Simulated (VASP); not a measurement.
Set up this calculation in VASP 6.6.1, as the native input.

```
Task                   : single point
Functional             : PBEsol
Potentials or basis    : VASP PAW PBE potentials, release 64 (Si, C)
Cutoff                 : 520 eV
k mesh                 : 8 × 8 × 8
Occupations            : gaussian, width 0.01 eV
Spin                   : no spin polarisation
Dipole correction      : no
Further INCAR settings : ALGO = Normal; EDIFF = 1e-07; NBANDS = 11
```

The structure of SiC lies in POSCAR:

```
SiC
1.0
    0.0000000000      2.1780523476      2.1780523476
    2.1780523476      0.0000000000      2.1780523476
    2.1780523476      2.1780523476      0.0000000000
Si C
1 1
Direct
    0.0000000000      0.0000000000      0.0000000000
    0.2500000000      0.2500000000      0.2500000000
```

The input as run:

INCAR

```
SYSTEM = SiC
ALGO     = Normal         ! electronic algorithm
EDIFF    = 1E-7           ! SCF threshold, eV
ENCUT    = 520            ! plane-wave cutoff, eV
GGA      = PS             ! functional
ISIF     = 2              ! what is computed and relaxed
ISMEAR   = 0              ! smearing method
LASPH    = .TRUE.         ! aspherical terms in the spheres
LCHARG   = .TRUE.         ! write CHGCAR
LELF     = .TRUE.         ! ELF
LREAL    = .FALSE.        ! projectors in reciprocal space
LVHAR    = .TRUE.       
LWAVE    = .FALSE.        ! write WAVECAR
NBANDS   = 11             ! bands
NELM     = 80             ! most SCF steps
PREC     = Accurate       ! precision mode
SIGMA    = 0.01           ! smearing width, eV
```

KPOINTS

```
k-points
0
G
  8 8 8
  0 0 0
```

Potentials or basis: VASP PAW PBE potentials, release 64 (Si, C).

Launch:

```sh
$ cat potpaw_PBE.64/Si/POTCAR potpaw_PBE.64/C/POTCAR > POTCAR
$ mpirun -np 1 vasp_std > vasp.out
```

Results of the run:

```json
{"Pressure": "0.5 GPa", "Band gap on the k mesh": "1.23 eV, indirect (least direct gap 4.44 eV)"}
```

Caveat: the PAW data sets were made with another functional, which shifts forces and pressure a little.

Run time: 4.5 s on 1 thread of Intel(R) Xeon(R) Platinum 8488C (Sapphire Rapids), on a shared host, peak memory 0.13 GiB.
